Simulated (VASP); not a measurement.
A run of VASP 6.6.1 is set up as follows.

Contents of INCAR:

```
SYSTEM = As
PREC = Accurate
ENCUT = 520
EDIFF = 1E-6
ISMEAR = -1
SIGMA = 0.05
LREAL = .FALSE.
LASPH = .TRUE.
NELM = 80
ALGO = Normal
ISIF = 2
LWAVE = .FALSE.
LCHARG = .FALSE.
NBANDS = 12
```

File KPOINTS:

```
regular mesh
0
G
  13 13 13
  0 0 0
```

POSCAR

```
As
1.0
    0.0000000000      2.9796189699      2.9796189699
    2.9796189699      0.0000000000      2.9796189699
    2.9796189699      2.9796189699      0.0000000000
As
2
Direct
   -0.1250000000     -0.1250000000     -0.1250000000
    0.1250000000      0.1250000000      0.1250000000
```

Potentials or basis: VASP PAW LDA potentials, release 64 (As).

Launch:

```sh
$ cat potpaw_LDA.64/As/POTCAR > POTCAR
$ mpirun -np 1 vasp_std > vasp.out
```

Question: What does it give for the pressure?

Answer: 0.3 GPa.

Question: What does it give for the band gap on the k mesh?

Answer: Zero (band 5 reaches 4.35 eV, above the bottom of band 6 at 2.83 eV).
